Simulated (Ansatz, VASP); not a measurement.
**C: VASP beside Ansatz**

The input INCAR:

```
PREC     = Accurate       # precision mode
ENCUT    = 600            # plane-wave cutoff, eV
EDIFF    = 1E-6           # SCF threshold, eV
ISMEAR   = 0              # smearing method
SIGMA    = 0.15           # smearing width, eV
LREAL    = F              # projectors in reciprocal space
LASPH    = T              # aspherical terms in the spheres
NELM     = 120            # most SCF steps
ALGO     = Normal         # electronic algorithm
ISIF     = 2              # what is computed and relaxed
LWAVE    = F              # write WAVECAR
LCHARG   = F              # write CHGCAR
GGA      = PS             # functional
IVDW     = 12             # dispersion correction
NBANDS   = 16             # bands
GGA_COMPAT= F
```

Contents of KPOINTS:

```
Automatic mesh
0
Gamma
  18 12 10
```

File POSCAR:

```
C
1.0
   -2.4576582504      0.0000000000      0.0000000000
    0.0000000000      0.0000000000     -3.5294825081
    0.0000000000     -4.2567889574      0.0000000000
C
4
Direct
    0.5000000000      0.0000000000      0.1596191010
    0.0000000000      0.0000000000      0.6596191010
    0.0000000000      0.0000000000      0.3403808990
    0.5000000000      0.0000000000      0.8403808990
```

Input for Ansatz:

```yaml
crystal:
  lattice:
    - [-2.4576582504, 0.0, 0.0]
    - [0.0, 0.0, -3.5294825081]
    - [0.0, -4.2567889574, 0.0]
  atoms:
    - { symbol: C, position: [0.5, 0.0, 0.159619101] }
    - { symbol: C, position: [0.0, 0.0, 0.659619101] }
    - { symbol: C, position: [0.0, 0.0, 0.340380899] }
    - { symbol: C, position: [0.5, 0.0, 0.840380899] }
basis:
  ecutwfc: 520.0
kpoints:
  mp_grid: { grid: [18, 12, 10] }
hamiltonian:
  xc: pbesol
  pseudopotentials: { kind: paw, azcp: { folder: soft_1 } }
  dispersion: d3bj
scf:
  occupations: { method: gaussian, width: 0.15 }
output:
  forces: true
  stress: true
  eigenvalues: true
```

Change from the starting cell: mode 8 frozen in at +0.000 Å and mode 12 at +0.030 Å (largest displacements).

Alike in both runs: task single point; functional PBEsol; dispersion D3(BJ); k mesh 18 × 12 × 10; occupations gaussian, width 0.15 eV; no spin polarisation.

|  | VASP | Ansatz |
| --- | --- | --- |
| version | VASP 6.6.1 | Ansatz 0.2.0 |
| potentials or method | VASP PAW PBE potentials, release 64 (C), cutoff 600 eV | scalar-relativistic, plane waves, PAW |
| valence electrons in the cell | 16 | 16 |

```tsv
	VASP	Ansatz	Ansatz less VASP
gap on the k mesh at the Fermi level (eV)	none	none	-
pressure (GPa)	2.0	1.7	-0.28
traceless stress, the component that is largest in VASP (GPa)	8.35	7.94	-0.406
rms of the force components (eV/Å)	2.052	2.046	-0.0065
```

VASP's potentials were made for PBE, not for PBEsol, and Ansatz warns of the same on its side. Atom by atom the forces differ by 0.006 eV/Å (rms over components). A gap of «none» marks a metal or a gap that the smearing closes.
